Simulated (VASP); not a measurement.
Crystal: K.

```xyz
3
Lattice="0.0000 5.0144 5.0144 5.0144 0.0000 5.0144 5.0144 5.0144 0.0000" Properties=species:S:1:pos:R:3 pbc="T T T"
K     2.5072    2.5072    2.5072
K     7.5215    7.5215    7.5215
K     5.0144    5.0144    5.0144
```

```yaml
Program: VASP 6.6.1
Task: relaxation of cell and atoms
Functional: PBE
Potentials_or_basis: VASP PAW PBE potentials, release 64 (K_sv)
Cutoff: 600 eV
k_mesh: 4 × 4 × 4
Occupations: gaussian, width 0.1 eV
Spin: no spin polarisation
```

At the start: pressure 0.2 GPa; volume 84.05 Å³/atom.

**Question.** How do energy, volume and symmetry change on relaxing?

**Answer.** Over 3 steps the energy falls by 2.3 meV/atom and the volume is 88.20 Å³/atom (+4.9 %); space group Fm-3m (No. 225, to 0.05 Å).

The path:
```csv
step,energy change (eV),largest force (eV/Å),pressure (GPa),volume (Å³)
1,0.0000,0.0000,0.16,252.16
2,-0.0027,0.0000,0.12,255.23
3,-0.0070,0.0000,0.02,264.59
```

Final structure:
```
CELL_PARAMETERS angstrom
0.00000 5.09543 5.09543
5.09543 0.00000 5.09543
5.09543 5.09543 0.00000
ATOMIC_POSITIONS crystal
K 0.25000 0.25000 0.25000
K 0.75000 0.75000 0.75000
K 0.50000 0.50000 0.50000
```
